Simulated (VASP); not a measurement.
# CsSnI3 (P4/mbm) in VASP: single point with PBE

Aim: the single point of CsSnI3 with PBE.

Everything below comes from runs of VASP 6.6.1. Logs are shortened: lines on timing, memory, paths and dates and some standing lists are left out, and cuts for length are marked.

## 1. The cell of the first run

It takes space group P4/mbm (No. 127, tetragonal). Conventional cell: a = 8.757 Å, b = 8.757 Å, c = 6.385 Å, α = 90.00°, β = 90.00°, γ = 90.00°. Cs (site symmetry mmm) has 12 I at 4.02 to 4.93 Å and 8 Sn at 5.42 Å within 5.5 Å. Within 4.2 Å of Sn (site symmetry 4/m) lie 6 I at 3.17 to 3.19 Å. I (site symmetry 4/m) has 2 Sn at 3.19 Å within 4.2 Å. I (site symmetry m2m) has 2 Sn at 3.17 Å and 2 Cs at 4.02 Å within 4.2 Å.

## 2. Single point, PBE

The input, INCAR:

```
SYSTEM = CsSnI3
PREC = Accurate
ENCUT = 520
EDIFF = 1E-6
ISMEAR = -1
SIGMA = 0.02
LREAL = .FALSE.
LASPH = .TRUE.
NELM = 60
ALGO = Normal
ISIF = 2
LWAVE = .FALSE.
LCHARG = .FALSE.
GGA = PE
NBANDS = 55
```

The input, KPOINTS:

```
Automatic mesh
0
G
  4 4 4
  0 0 0
```

The input, POSCAR:

```
CsSnI3
1.0
    8.7572469635      0.0000000000      0.0000000000
    0.0000000000      8.7572469635      0.0000000000
    0.0000000000      0.0000000000      6.3851478801
Cs Sn I
2 2 6
Direct
    0.5000000000      0.0000000000      0.0000000000
    0.0000000000      0.5000000000      0.0000000000
    0.0000000000      0.0000000000      0.5000000000
    0.5000000000      0.5000000000      0.5000000000
    0.0000000000      0.0000000000      0.0000000000
    0.5000000000      0.5000000000      0.0000000000
    0.8031124557      0.3031124557      0.5000000000
    0.6968875443      0.8031124557      0.5000000000
    0.1968875443      0.6968875443      0.5000000000
    0.3031124557      0.1968875443      0.5000000000
```

Potentials or basis: VASP PAW PBE potentials, release 64 (Cs_sv, Sn_d, I).

Launch:

```bash
> cat potpaw_PBE.64/Cs_sv/POTCAR potpaw_PBE.64/Sn_d/POTCAR potpaw_PBE.64/I/POTCAR > POTCAR
> mpirun -np 1 vasp_std > vasp.out
```

OUTCAR:

```text
SYSTEM = CsSnI3
   PREC = Accurate
   ENCUT = 520
   EDIFF = 1E-6
   ISMEAR = -1
   LREAL = .FALSE.
   LASPH = .TRUE.
   NELM = 60
   ISIF = 2
   GGA = PE

 ion  position               nearest neighbor table
   1  0.500  0.000  0.000-
   2  0.000  0.500  0.000-
   3  0.000  0.000  0.500-   7 3.17   8 3.17   9 3.17  10 3.17   5 3.19   5 3.19
   4  0.500  0.500  0.500-   7 3.17   8 3.17   9 3.17  10 3.17   6 3.19   6 3.19
   5  0.000  0.000  0.000-   3 3.19   3 3.19
   6  0.500  0.500  0.000-   4 3.19   4 3.19
   7  0.803  0.303  0.500-   3 3.17   4 3.17
   8  0.697  0.803  0.500-   3 3.17   4 3.17
   9  0.197  0.697  0.500-   3 3.17   4 3.17
  10  0.303  0.197  0.500-   3 3.17   4 3.17

  LATTYP: Found a simple tetragonal cell.
 ALAT       =     8.7572469635
 C/A-ratio  =     0.7291273053

  Lattice vectors:

 A1 = (   8.7572469635,   0.0000000000,   0.0000000000)
 A2 = (   0.0000000000,   8.7572469635,   0.0000000000)
 A3 = (   0.0000000000,   0.0000000000,   6.3851478801)

Analysis of symmetry for initial positions (statically):
=====================================================================
 Subroutine PRICEL returns:
 Original cell was already a primitive cell.

 Routine SETGRP: Setting up the symmetry group for a
 simple tetragonal supercell.

 Subroutine GETGRP returns: Found 16 space group operations
 (whereof  8 operations were pure point group operations)
 out of a pool of 16 trial point group operations.

The static configuration has the point symmetry C_4h.
 The point group associated with its full space group is D_4h.

Analysis of symmetry for dynamics (positions and initial velocities):
=====================================================================
 Subroutine PRICEL returns:
 Original cell was already a primitive cell.

 Routine SETGRP: Setting up the symmetry group for a
 simple tetragonal supercell.

 Subroutine GETGRP returns: Found 16 space group operations
 (whereof  8 operations were pure point group operations)
 out of a pool of 16 trial point group operations.

The dynamic configuration has the point symmetry C_4h.
 The point group associated with its full space group is D_4h.

 Subroutine INISYM returns: Found 16 space group operations
 (whereof  8 operations are pure point group operations),
 and found     1 'primitive' translations

----------------------------------------------------------------------------------------

                                     Primitive cell

  volume of cell :     489.6730

  direct lattice vectors                    reciprocal lattice vectors
     8.757246964  0.000000000  0.000000000     0.114191138  0.000000000  0.000000000
     0.000000000  8.757246964  0.000000000     0.000000000  0.114191138  0.000000000
     0.000000000  0.000000000  6.385147880     0.000000000  0.000000000  0.156613444

  length of vectors
     8.757246964  8.757246964  6.385147880     0.114191138  0.114191138  0.156613444

  position of ions in fractional coordinates (direct lattice)
     0.500000000  0.000000000  0.000000000
     0.000000000  0.500000000  0.000000000
     0.000000000  0.000000000  0.500000000
     0.500000000  0.500000000  0.500000000
     0.000000000  0.000000000  0.000000000
     0.500000000  0.500000000  0.000000000
     0.803112456  0.303112456  0.500000000
     0.696887544  0.803112456  0.500000000
     0.196887544  0.696887544  0.500000000
     0.303112456  0.196887544  0.500000000

  ion indices of the primitive-cell ions
   primitive index   ion index
                 1           1
                 2           2
                 3           3
                 4           4
                 5           5
                 6           6
                 7           7
                 8           8
                 9           9
                10          10

----------------------------------------------------------------------------------------

 KPOINTS: Automatic mesh

Automatic generation of k-mesh.
 Grid dimensions read from file:
 generate k-points for:    4    4    4

 Generating k-lattice:

  Cartesian coordinates                     Fractional coordinates (reciprocal lattice)
     0.028547785  0.000000000  0.000000000     0.250000000  0.000000000  0.000000000
     0.000000000  0.028547785  0.000000000     0.000000000  0.250000000  0.000000000
     0.000000000  0.000000000  0.039153361     0.000000000  0.000000000  0.250000000

  Length of vectors
     0.028547785  0.028547785  0.039153361

  Shift w.r.t. Gamma in fractional coordinates (k-lattice)
     0.000000000  0.000000000  0.000000000

 Subroutine IBZKPT returns following result:
 ===========================================

 Found     18 irreducible k-points:

 Following reciprocal coordinates:
            Coordinates               Weight
  0.000000  0.000000  0.000000      1.000000
  0.250000  0.000000  0.000000      4.000000
  0.500000  0.000000  0.000000      2.000000
  0.250000  0.250000  0.000000      4.000000
  0.500000  0.250000  0.000000      4.000000
  0.500000  0.500000  0.000000      1.000000
[... 10 lines left out ...]
  0.500000  0.250000  0.500000      4.000000
  0.500000  0.500000  0.500000      1.000000
   k-points           NKPTS =     18   k-points in BZ     NKDIM =     18   number of bands    NBANDS=     55
   number of dos      NEDOS =    301   number of ions     NIONS =     10
   total plane-waves  NPLWV = 235200
   dimension x,y,z NGX =    70 NGY =   70 NGZ =   48
   dimension x,y,z NGXF=   140 NGYF=  140 NGZF=   96
   ions per type =               2   2   6
   NGX,Y,Z   is equivalent  to a cutoff of  13.29, 13.29, 12.50 a.u.
   NGXF,Y,Z  is equivalent  to a cutoff of  26.58, 26.58, 24.99 a.u.
 SYSTEM =  CsSnI3
   PREC   = accura    normal or accurate (medium, high low for compatibility)
   ISTART =      0    job   : 0-new  1-cont  2-samecut
   ICHARG =      2    charge: 1-file 2-atom 10-const
   ISPIN  =      1    spin polarized calculation?
   LNONCOLLINEAR =      F non collinear calculations
   LSORBIT =      F    spin-orbit coupling
   LASPH  =      T    aspherical Exc in radial PAW
   ENCUT  =  520.0 eV  38.22 Ry    6.18 a.u.  16.28 16.28 11.87*2*pi/ulx,y,z
   NELM   =     60;   NELMIN=  2; NELMDL= -5     # of ELM steps
   EDIFF  = 0.1E-05   stopping-criterion for ELM
   LREAL  =      F    real-space projection
[... 7 lines left out ...]
   TEBEG  =    0.0;   TEEND  =   0.0 temperature during run
   PSTRESS=    0.0 pullay stress
   NELECT =      88.0000    total number of electrons
   NUPDOWN=      -1.0000    fix difference up-down
   EMIN   =  10.00;   EMAX   =-10.00  energy-range for DOS
   EFERMI =   0.00;   METHOD = LEGACY
   ISMEAR =    -1;   SIGMA  =   0.02  broadening in eV -4-tet -1-fermi 0-gaus
   EFERMI_NEDOS =   21; number of points for ismear=-14 and -15
   IALGO  =     38    algorithm
   IMIX   =      4    mixing-type and parameters
     AMIX     =   0.40;   BMIX     =  1.00
     AMIX_MAG =   1.60;   BMIX_MAG =  1.00
  volume/ion in A,a.u.               =      48.97       330.45
  Fermi-wavevector in a.u.,A,eV,Ry     =   0.923848  1.745819 11.612496  0.853494
  Thomas-Fermi vector in A             =   2.049529
   LORBIT       =      0    0 simple, 1 ext, 2 COOP (PROOUT), +10 PAW based schemes
   GGA     = PE    functional components
   LHFCALC =     F    Hartree Fock is set to
   AEXX    =    0.0000 exact exchange contribution
   IVDW    =     0    specifies the selected vdW correction
   LEPSILON=     F    determine dielectric tensor
   LRPA    =     F    only Hartree local field effects (RPA)
 non-spin polarized calculation
  energy-cutoff  :      520.00
  volume of cell :      489.67
 maximum number of plane-waves:     13220
 NGX is ok and might be reduce to    70
   NGX = 33   NGY = 33   NGZ = 23

 number of electron      88.0000012 magnetization

 Free energy of the ion-electron system (eV)
  ---------------------------------------------------
  ext. energy  EPLUGINS =         0.00000000
  ---------------------------------------------------
  free energy    TOTEN  =       -28.10116374 eV

  energy without entropy =      -28.10116374  energy(sigma->0) =      -28.10116374

 E-fermi :   2.5788     XC(G=0):  -7.4316

 val. band max:        2.2713119562   @ k =   0.0000   0.0000   0.5000
 cond. band min:       2.8862805632   @ k =   0.0000   0.0000   0.5000
 fundamental gap:      0.6149686070
 Fermi energy:         2.5788334265

 k-point     1 :       0.0000    0.0000    0.0000
  band No.  band energies     occupation
      1     -19.5852      2.00000
      2     -19.5846      2.00000
      3     -19.5758      2.00000
      4     -19.5740      2.00000
      5     -19.5714      2.00000
      6     -19.5714      2.00000
[... 47 lines left out ...]
     54       6.6217      0.00000
     55       6.6512      0.00000

 k-point     2 :       0.2500    0.0000    0.0000
  band No.  band energies     occupation
      1     -19.5851      2.00000
      2     -19.5847      2.00000
      3     -19.5756      2.00000
      4     -19.5742      2.00000
      5     -19.5714      2.00000
      6     -19.5714      2.00000
[... 47 lines left out ...]
     54       6.5855      0.00000
     55       6.6530      0.00000

 k-point     3 :       0.5000    0.0000    0.0000
  band No.  band energies     occupation
      1     -19.5849      2.00000
      2     -19.5849      2.00000
      3     -19.5749      2.00000
      4     -19.5749      2.00000
      5     -19.5714      2.00000
      6     -19.5714      2.00000
[... 804 lines left out ...]
 k-point    17 :       0.5000    0.2500    0.5000
  band No.  band energies     occupation
      1     -19.5840      2.00000
      2     -19.5840      2.00000
      3     -19.5749      2.00000
      4     -19.5749      2.00000
      5     -19.5715      2.00000
      6     -19.5715      2.00000
[... 47 lines left out ...]
     54       6.9343      0.00000
     55       7.0262      0.00000

 k-point    18 :       0.5000    0.5000    0.5000
  band No.  band energies     occupation
      1     -19.5840      2.00000
      2     -19.5840      2.00000
      3     -19.5749      2.00000
      4     -19.5749      2.00000
      5     -19.5716      2.00000
      6     -19.5716      2.00000
[... 47 lines left out ...]
     54       6.9586      0.00000
     55       7.3454      0.00000

------------------------ aborting loop because EDIFF is reached ----------------------------------------

  FORCE on cell =-STRESS in cart. coord.  units (eV):
  Direction    XX          YY          ZZ          XY          YZ          ZX
  --------------------------------------------------------------------------------------
  -------------------------------------------------------------------------------------
  Total       -0.0454282     -0.0454282      0.0264627      0.0000000      0.0000000      0.0000000
  in kB       -0.1486381     -0.1486381      0.0865840      0.0000000      0.0000000      0.0000000
  external PRESSURE =      -0.0702307 kB  Pullay stress =       0.0000000 kB

 VOLUME and BASIS-vectors are now :
 -----------------------------------------------------------------------------
  energy-cutoff  :      520.00
  volume of cell :      489.67
      direct lattice vectors                 reciprocal lattice vectors
     8.757246964  0.000000000  0.000000000     0.114191138  0.000000000  0.000000000
     0.000000000  8.757246964  0.000000000     0.000000000  0.114191138  0.000000000
     0.000000000  0.000000000  6.385147880     0.000000000  0.000000000  0.156613444

 POSITION                                       TOTAL-FORCE (eV/Angst)
 -----------------------------------------------------------------------------------
      4.37862      0.00000      0.00000         0.000000      0.000000      0.000000
      0.00000      4.37862      0.00000         0.000000      0.000000      0.000000
      0.00000      0.00000      3.19257         0.000000      0.000000      0.000000
      4.37862      4.37862      3.19257         0.000000      0.000000      0.000000
      0.00000      0.00000      0.00000         0.000000      0.000000      0.000000
      4.37862      4.37862      0.00000         0.000000      0.000000      0.000000
      7.03305      2.65443      3.19257        -0.002737     -0.002737      0.000000
      6.10282      7.03305      3.19257         0.002737     -0.002737      0.000000
      1.72419      6.10282      3.19257         0.002737      0.002737      0.000000
      2.65443      1.72419      3.19257        -0.002737      0.002737     -0.000000
 -----------------------------------------------------------------------------------
    total drift:                               -0.000000     -0.000000      0.000000

  FREE ENERGIE OF THE ION-ELECTRON SYSTEM (eV)
  ---------------------------------------------------
  free  energy   TOTEN  =       -28.1011637437 eV

  energy  without entropy=      -28.1011637393  energy(sigma->0) =      -28.10116374
```

Wall time 9.1 min (1 thread of Intel Xeon Platinum 8259CL at 2.50GHz (Skylake/Cascade Lake), shared host); peak memory 0.76 GiB.

What came out:

- Free energy: -28.1012 eV
- Pressure: 0.0 GPa
- Largest force: 0.004 eV/Å
- Band gap on the k mesh: 0.61 eV

Forces on the atoms (eV/Å):
```
Cs   0.000  0.000  0.000
Cs   0.000  0.000  0.000
Sn   0.000  0.000  0.000
Sn   0.000  0.000  0.000
I    0.000  0.000  0.000
I    0.000  0.000  0.000
I   -0.003 -0.003  0.000
I    0.003 -0.003  0.000
I    0.003  0.003  0.000
I   -0.003  0.003  0.000
```

Caveat: semilocal functionals underestimate gaps, and a narrow one can read as zero; spin-orbit coupling is left out, which moves the levels of the heavy elements.
